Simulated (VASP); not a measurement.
Set up this calculation in VASP 6.6.1, as the native input.

```
Task                   : single point
Functional             : PBE
Potentials or basis    : VASP PAW PBE potentials, release 64 (Si)
Cutoff                 : 520 eV
k mesh                 : 8 × 8 × 8
Occupations            : gaussian, width 0.05 eV
Spin                   : no spin polarisation
Dipole correction      : no
Further INCAR settings : ALGO = Normal; EDIFF = 1e-06; NBANDS = 11
```

The structure of Si lies in POSCAR:

```
Si
1.0
    0.0000000000      2.8066718487      2.5912999529
    2.8066718487      0.0000000000      2.5912999529
    2.8066718487      2.8066718487      0.0000000000
Si
2
Direct
    0.5000000000      0.5000000000      0.5000000000
    0.7500000000      0.7500000000      0.7500000000
```

This cell differs from its parent crystal: strain +e along x and -e along y +0.0000, strain +e along z and -e/2 along x and y -0.0525.

These files were run (other wordings do the same):

INCAR

```
SYSTEM = Si
PREC     = Accurate       ! precision mode
ENCUT    = 520            ! plane-wave cutoff, eV
EDIFF    = 1E-6           ! SCF threshold, eV
ISMEAR   = 0              ! smearing method
SIGMA    = 0.05           ! smearing width, eV
LREAL    = .FALSE.        ! projectors in reciprocal space
LASPH    = .TRUE.         ! aspherical terms in the spheres
NELM     = 80             ! most SCF steps
ALGO     = Normal         ! electronic algorithm
ISIF     = 2              ! what is computed and relaxed
LWAVE    = .FALSE.        ! write WAVECAR
LCHARG   = .FALSE.        ! write CHGCAR
GGA      = PE             ! functional
NBANDS   = 11             ! bands
```

KPOINTS

```
Automatic mesh
0
G
  8 8 8
  0 0 0
```

Potentials or basis: VASP PAW PBE potentials, release 64 (Si).

Command:

```console
$ cat potpaw_PBE.64/Si/POTCAR > POTCAR
$ mpirun -np 1 vasp_std > vasp.out
```

It gave:

* Pressure: -0.1 GPa
* Band gap on the k mesh: zero (bands 4 and 5 overlap by 0.17 eV)

Caveat: the cell differs from its parent crystal (strain +e along x and -e along y +0.0000, strain +e along z and -e/2 along x and y -0.0525); the stress differs along the axes, from -2 to 4 GPa; semilocal functionals underestimate gaps, and a narrow one can read as zero.

Run time: 13 s on 1 thread of AMD EPYC 9R45 96-Core Processor (Zen 5) (shared host), peak memory 0.13 GiB.
